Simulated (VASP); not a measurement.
# Nb in VASP: a series of runs, part 2 of 3

VASP 6.6.1. Earlier steps stand in the parts before.

### 4 Single point, r2SCAN (strain +0.025 along x and y, +0.000 along z)

Contents of POSCAR:

```
Nb
1.0
    0.0000000000      2.1678750000      2.1150000000
    2.1678750000      0.0000000000      2.1150000000
    2.1678750000      2.1678750000      0.0000000000
Nb
1
Direct
    0.0000000000      0.0000000000      0.0000000000
```

Contents of INCAR.step1:

```
PREC     = Accurate       # precision mode
ENCUT    = 520            # plane-wave cutoff, eV
ISMEAR   = 0              # smearing method
SIGMA    = 0.15           # smearing width, eV
LREAL    = F              # projectors in reciprocal space
LASPH    = T              # aspherical terms in the spheres
NELM     = 60             # most SCF steps
NBANDS   = 12             # bands
GGA      = PE             # functional
ALGO     = Normal         # electronic algorithm
EDIFF    = 1E-4           # SCF threshold, eV
LWAVE    = T              # write WAVECAR
LCHARG   = F              # write CHGCAR
```

Contents of INCAR.step2:

```
PREC     = Accurate       # precision mode
ENCUT    = 520            # plane-wave cutoff, eV
EDIFF    = 1E-6           # SCF threshold, eV
ISMEAR   = 0              # smearing method
SIGMA    = 0.15           # smearing width, eV
LREAL    = F              # projectors in reciprocal space
LASPH    = T              # aspherical terms in the spheres
NELM     = 60             # most SCF steps
ALGO     = Normal         # electronic algorithm
ISIF     = 2              # what is computed and relaxed
LWAVE    = F              # write WAVECAR
LCHARG   = F              # write CHGCAR
METAGGA  = R2SCAN         # meta-GGA
LMIXTAU  = T            
NBANDS   = 12             # bands
ISTART   = 1
```

Contents of KPOINTS:

```
Automatic mesh
0
Gamma
  20 20 20
```

Potentials or basis: VASP PAW PBE potentials, release 64 (Nb_sv).

Launch:

```console
> cat potpaw_PBE.64/Nb_sv/POTCAR > POTCAR
> cp INCAR.step1 INCAR
> mpirun -np 1 vasp_std > vasp.out
> cp INCAR.step2 INCAR
> mpirun -np 1 vasp_std > vasp.out
```

OUTCAR:

```text
PREC = Accurate
   ENCUT = 520
   EDIFF = 1E-6
   ISMEAR = 0
   LREAL = F
   LASPH = T
   NELM = 60
   ISIF = 2
   METAGGA = R2SCAN
   ISTART = 1

 ion  position               nearest neighbor table
   1  0.000  0.000  0.000-

  LATTYP: Found a body centered tetragonal cell.
 ALAT       =     3.0658382265
 C/A-ratio  =     1.3797205487

  Lattice vectors:

 A1 = (   0.0000000000,  -2.1678750000,  -2.1150000000)
 A2 = (   0.0000000000,   2.1678750000,  -2.1150000000)
 A3 = (   2.1678750000,   0.0000000000,   2.1150000000)

Analysis of symmetry for initial positions (statically):
=====================================================================
 Subroutine PRICEL returns:
 Original cell was already a primitive cell.

 Routine SETGRP: Setting up the symmetry group for a
 body centered tetragonal supercell.

 Subroutine GETGRP returns: Found 16 space group operations
 (whereof 16 operations were pure point group operations)
 out of a pool of 16 trial point group operations.

The static configuration has the point symmetry D_4h.

Analysis of symmetry for dynamics (positions and initial velocities):
=====================================================================
 Subroutine PRICEL returns:
 Original cell was already a primitive cell.

 Routine SETGRP: Setting up the symmetry group for a
 body centered tetragonal supercell.

 Subroutine GETGRP returns: Found 16 space group operations
 (whereof 16 operations were pure point group operations)
 out of a pool of 16 trial point group operations.

The dynamic configuration has the point symmetry D_4h.

 Subroutine INISYM returns: Found 16 space group operations
 (whereof 16 operations are pure point group operations),
 and found     1 'primitive' translations

----------------------------------------------------------------------------------------

                                     Primitive cell

  volume of cell :      19.8797

  direct lattice vectors                    reciprocal lattice vectors
     0.000000000  2.167875000  2.115000000    -0.230640604  0.230640604  0.236406619
     2.167875000  0.000000000  2.115000000     0.230640604 -0.230640604  0.236406619
     2.167875000  2.167875000  0.000000000     0.230640604  0.230640604 -0.236406619

  length of vectors
     3.028680738  3.028680738  3.065838227     0.402837767  0.402837767  0.402837767

  position of ions in fractional coordinates (direct lattice)
     0.000000000  0.000000000  0.000000000

  ion indices of the primitive-cell ions
   primitive index   ion index
                 1           1

----------------------------------------------------------------------------------------

 KPOINTS: Automatic mesh

Automatic generation of k-mesh.
 Grid dimensions read from file:
 generate k-points for:   20   20   20

 Generating k-lattice:

  Cartesian coordinates                     Fractional coordinates (reciprocal lattice)
    -0.011532030  0.011532030  0.011820331     0.050000000 -0.000000000  0.000000000
     0.011532030 -0.011532030  0.011820331    -0.000000000  0.050000000  0.000000000
     0.011532030  0.011532030 -0.011820331     0.000000000  0.000000000  0.050000000

  Length of vectors
     0.020141888  0.020141888  0.020141888

  Shift w.r.t. Gamma in fractional coordinates (k-lattice)
     0.000000000  0.000000000  0.000000000

 Subroutine IBZKPT returns following result:
 ===========================================

 Found    641 irreducible k-points:

 Following reciprocal coordinates:
            Coordinates               Weight
  0.000000  0.000000  0.000000      1.000000
  0.050000 -0.000000  0.000000      8.000000
  0.100000  0.000000  0.000000      8.000000
  0.150000  0.000000  0.000000      8.000000
  0.200000  0.000000  0.000000      8.000000
  0.250000 -0.000000  0.000000      8.000000
[... 16 lines left out ...]
 -0.400000  0.050000  0.000000      8.000000
 -0.350000  0.050000  0.000000      8.000000
 [... further k-points ...]
   k-points           NKPTS =    641   k-points in BZ     NKDIM =    641   number of bands    NBANDS=     12
   number of dos      NEDOS =    301   number of ions     NIONS =      1
   total plane-waves  NPLWV =  13824
   dimension x,y,z NGX =    24 NGY =   24 NGZ =   24
   dimension x,y,z NGXF=    48 NGYF=   48 NGZF=   48
   ions per type =               1
   NGX,Y,Z   is equivalent  to a cutoff of  13.17, 13.17, 13.01 a.u.
   NGXF,Y,Z  is equivalent  to a cutoff of  26.35, 26.35, 26.03 a.u.
 SYSTEM =  unknown system
   PREC   = accura    normal or accurate (medium, high low for compatibility)
   ISTART =      1    job   : 0-new  1-cont  2-samecut
   ICHARG =      0    charge: 1-file 2-atom 10-const
   ISPIN  =      1    spin polarized calculation?
   LNONCOLLINEAR =      F non collinear calculations
   LSORBIT =      F    spin-orbit coupling
   LASPH  =      T    aspherical Exc in radial PAW
   ENCUT  =  520.0 eV  38.22 Ry    6.18 a.u.   5.63  5.63  5.70*2*pi/ulx,y,z
   NELM   =     60;   NELMIN=  2; NELMDL=  0     # of ELM steps
   EDIFF  = 0.1E-05   stopping-criterion for ELM
   LREAL  =      F    real-space projection
   EDIFFG = 0.1E-04   stopping-criterion for IOM
   NSW    =      0    number of steps for IOM
   IBRION =     -1    ionic relax: 0-MD 1-quasi-New 2-CG
   NFREE  =      0    steps in history (QN), initial steepest desc. (CG)
   ISIF   =      2    stress and relaxation
   ISYM   =      2    0-nonsym 1-usesym 2-fastsym
   POTIM  = 0.5000    time-step for ionic-motion
   TEBEG  =    0.0;   TEEND  =   0.0 temperature during run
   PSTRESS=    0.0 pullay stress
   NELECT =      13.0000    total number of electrons
   NUPDOWN=      -1.0000    fix difference up-down
   EMIN   =  10.00;   EMAX   =-10.00  energy-range for DOS
   EFERMI =   0.00;   METHOD = LEGACY
   ISMEAR =     0;   SIGMA  =   0.15  broadening in eV -4-tet -1-fermi 0-gaus
   EFERMI_NEDOS =   21; number of points for ismear=-14 and -15
   IALGO  =     38    algorithm
   IMIX   =      4    mixing-type and parameters
     AMIX     =   0.40;   BMIX     =  1.00
     AMIX_MAG =   1.60;   BMIX_MAG =  1.00
  volume/ion in A,a.u.               =      19.88       134.15
  Fermi-wavevector in a.u.,A,eV,Ry     =   1.420975  2.685253 27.472462  2.019169
  Thomas-Fermi vector in A             =   2.541833
   LORBIT       =      0    0 simple, 1 ext, 2 COOP (PROOUT), +10 PAW based schemes
   METAGGA = R2SCAN    functional components
   LHFCALC =     F    Hartree Fock is set to
   AEXX    =    0.0000 exact exchange contribution
   IVDW    =     0    specifies the selected vdW correction
   LEPSILON=     F    determine dielectric tensor
   LRPA    =     F    only Hartree local field effects (RPA)
 non-spin polarized calculation
 Gauss-broadening in eV      SIGMA  =   0.15
  energy-cutoff  :      520.00
  volume of cell :       19.88
 maximum number of plane-waves:       548
   NGX = 11   NGY = 11   NGZ = 11

 number of electron      12.9999999 magnetization

 Free energy of the ion-electron system (eV)
  ---------------------------------------------------
  ext. energy  EPLUGINS =         0.00000000
  ---------------------------------------------------
  free energy    TOTEN  =       -24.48791212 eV

  energy without entropy =      -24.47196722  energy(sigma->0) =      -24.47993967

 E-fermi :  10.1752     XC(G=0): -13.0568

 val. band max:       10.1746858236   @ k =  -0.2500   0.1500   0.0000
 cond. band min:      10.1787137267   @ k =   0.4000   0.0500   0.0000
 fundamental gap:      0.0040279031
 Fermi energy:        10.1752466137

 k-point     1 :       0.0000    0.0000    0.0000
  band No.  band energies     occupation
      1     -46.5306      2.00000
      2     -21.2650      2.00000
      3     -21.2650      2.00000
      4     -21.2631      2.00000
      5       3.7166      2.00000
      6      10.2498      0.48198
      7      10.2498      0.48197
      8      10.5556      0.00034
      9      12.7711      0.00000
     10      13.1545      0.00000
     11      22.3668      0.00000
     12      27.0801      0.00000
[... 331 lines left out ...]
 k-point    24 :      -0.3500    0.0500    0.0000
  band No.  band energies     occupation
      1     -46.3898      2.00000
      2     -22.1421      2.00000
      3     -21.3935      2.00000
      4     -21.3876      2.00000
      5       6.3560      2.00000
      6      10.0316      1.82441
      7      10.3321      0.13922
      8      10.5332      0.00074
      9      13.7364      0.00000
     10      14.3752      0.00000
     11      21.4259      0.00000
     12      23.7569      0.00000

 [... further k-points ...]
[... 5 lines left out ...]
  --------------------------------------------------------------------------------------
  -------------------------------------------------------------------------------------
  Total       -0.9598725     -0.9598725     -1.6379092      0.0000000     -0.0000000      0.0000000
  in kB      -77.3597902    -77.3597902   -132.0053619      0.0000000     -0.0000000      0.0000000
  external PRESSURE =     -95.5749807 kB  Pullay stress =       0.0000000 kB

 VOLUME and BASIS-vectors are now :
 -----------------------------------------------------------------------------
  energy-cutoff  :      520.00
  volume of cell :       19.88
      direct lattice vectors                 reciprocal lattice vectors
     0.000000000  2.167875000  2.115000000    -0.230640604  0.230640604  0.236406619
     2.167875000  0.000000000  2.115000000     0.230640604 -0.230640604  0.236406619
     2.167875000  2.167875000  0.000000000     0.230640604  0.230640604 -0.236406619

 POSITION                                       TOTAL-FORCE (eV/Angst)
 -----------------------------------------------------------------------------------
      0.00000      0.00000      0.00000         0.000000      0.000000      0.000000
 -----------------------------------------------------------------------------------
    total drift:                                0.000000      0.000000      0.000000

  FREE ENERGIE OF THE ION-ELECTRON SYSTEM (eV)
  ---------------------------------------------------
  free  energy   TOTEN  =       -24.4879121238 eV

  energy  without entropy=      -24.4719672223  energy(sigma->0) =      -24.47993967
```

It took 3.4 min on 1 thread of Intel Xeon Platinum 8488C (Sapphire Rapids), shared host; peak memory 0.26 GiB.

Results:

| Item | Value |
| --- | --- |
| Free energy | -24.4879 eV |
| Pressure | -9.6 GPa |

Caveat: the cell differs from its parent crystal (strain +0.025 along x and y, +0.000 along z); the PAW data sets were made with another functional, which shifts forces and pressure a little.

### 5 Single point, r2SCAN (strain +0.025 along x and y, +0.050 along z)

Contents of POSCAR:

```
Nb
1.0
    0.0000000000      2.1678750000      2.2207500000
    2.1678750000      0.0000000000      2.2207500000
    2.1678750000      2.1678750000      0.0000000000
Nb
1
Direct
    0.0000000000      0.0000000000      0.0000000000
```

Contents of INCAR.step1:

```
PREC = Accurate
ENCUT = 520
ISMEAR = 0
SIGMA = 0.15
LREAL = False
LASPH = True
NELM = 80
NBANDS = 12
GGA = PE
ALGO = Normal
EDIFF = 1E-4
LWAVE = True
LCHARG = False
```

Contents of INCAR.step2:

```
PREC = Accurate
ENCUT = 520
EDIFF = 1E-6
ISMEAR = 0
SIGMA = 0.15
LREAL = False
LASPH = True
NELM = 80
ALGO = Normal
ISIF = 2
LWAVE = False
LCHARG = False
METAGGA = R2SCAN
LMIXTAU = True
NBANDS = 12
ISTART = 1
```

KPOINTS is that of step 4.

Potentials or basis: VASP PAW PBE potentials, release 64 (Nb_sv).

Launch:

```console
> cat potpaw_PBE.64/Nb_sv/POTCAR > POTCAR
> cp INCAR.step1 INCAR
> mpirun -np 1 vasp_std > vasp.out
> cp INCAR.step2 INCAR
> mpirun -np 1 vasp_std > vasp.out
```

OUTCAR:

```text
PREC = Accurate
   ENCUT = 520
   EDIFF = 1E-6
   ISMEAR = 0
   LREAL = False
   LASPH = True
   NELM = 80
   ISIF = 2
   METAGGA = R2SCAN
   ISTART = 1

 ion  position               nearest neighbor table
   1  0.000  0.000  0.000-

  LATTYP: Found a body centered tetragonal cell.
 ALAT       =     3.0658382265
 C/A-ratio  =     1.4487065761

  Lattice vectors:

 A1 = (  -2.1678750000,   0.0000000000,   2.2207500000)
 A2 = (   2.1678750000,   0.0000000000,   2.2207500000)
 A3 = (   0.0000000000,   2.1678750000,  -2.2207500000)
[... 530 lines left out ...]
      4     -22.1286      2.00000
      5       5.8569      2.00000
      6       9.3521      1.92443
      7       9.6244      0.42899
      8      10.0250      0.00000
      9      12.8903      0.00000
     10      13.5497      0.00000
     11      20.3332      0.00000
     12      22.7420      0.00000

 [... further k-points ...]
[... 5 lines left out ...]
  --------------------------------------------------------------------------------------
  -------------------------------------------------------------------------------------
  Total       -2.1905733     -2.1905733     -1.6510271      0.0000000     -0.0000000     -0.0000000
  in kB     -168.1396855   -168.1396855   -126.7262710      0.0000000     -0.0000000     -0.0000000
  external PRESSURE =    -154.3352140 kB  Pullay stress =       0.0000000 kB

 VOLUME and BASIS-vectors are now :
 -----------------------------------------------------------------------------
  energy-cutoff  :      520.00
  volume of cell :       20.87
      direct lattice vectors                 reciprocal lattice vectors
     0.000000000  2.167875000  2.220750000    -0.230640604  0.230640604  0.225149161
     2.167875000  0.000000000  2.220750000     0.230640604 -0.230640604  0.225149161
     2.167875000  2.167875000  0.000000000     0.230640604  0.230640604 -0.225149161

 POSITION                                       TOTAL-FORCE (eV/Angst)
 -----------------------------------------------------------------------------------
      0.00000      0.00000      0.00000         0.000000     -0.000000      0.000000
 -----------------------------------------------------------------------------------
    total drift:                                0.000000     -0.000000     -0.000000

  FREE ENERGIE OF THE ION-ELECTRON SYSTEM (eV)
  ---------------------------------------------------
  free  energy   TOTEN  =       -24.4091829196 eV

  energy  without entropy=      -24.3923583204  energy(sigma->0) =      -24.40077062
```

OUTCAR.step1:

```text
PREC = Accurate
   ENCUT = 520
   ISMEAR = 0
   LREAL = False
   LASPH = True
   NELM = 80
[... 575 lines left out ...]

 POSITION                                       TOTAL-FORCE (eV/Angst)
 -----------------------------------------------------------------------------------
      0.00000      0.00000      0.00000         0.000000      0.000000      0.000000
 -----------------------------------------------------------------------------------
    total drift:                               -0.000000      0.000000     -0.000000

  FREE ENERGIE OF THE ION-ELECTRON SYSTEM (eV)
  ---------------------------------------------------
  free  energy   TOTEN  =        -9.8016105069 eV

  energy  without entropy=       -9.7830151844  energy(sigma->0) =       -9.79231285
```

It took 3.4 min on 1 thread of Intel Xeon Platinum 8488C (Sapphire Rapids), shared host; peak memory 0.26 GiB.

What came out:

* Free energy: -24.4092 eV
* Pressure: -15.4 GPa

Levels at points of the mesh, in eV from the Fermi level:
```
           k point  band 2  band 3  band 4  band 5  band 6  band 7  band 8  band 9  band 10  band 11
(0.00, 0.00, 0.00)  -31.60  -31.59  -31.59   -6.33    0.00    0.29    0.29    2.46     2.83    12.13
(0.50, 0.00, 0.00)  -32.49  -31.73  -31.69   -3.65   -0.05    0.25    0.91    4.23     4.36     9.59
(0.50, 0.50, 0.00)  -32.43  -31.88  -31.88   -3.67   -3.00    2.76    4.38    4.72     4.72    11.24
(0.50, 0.00, 0.50)  -32.43  -31.94  -31.90   -3.65   -3.02    3.19    4.33    4.61     4.84    10.75
```

Caveat: the cell differs from its parent crystal (strain +0.025 along x and y, +0.050 along z); the PAW data sets were made with another functional, which shifts forces and pressure a little.

[end of part 2 of 3]
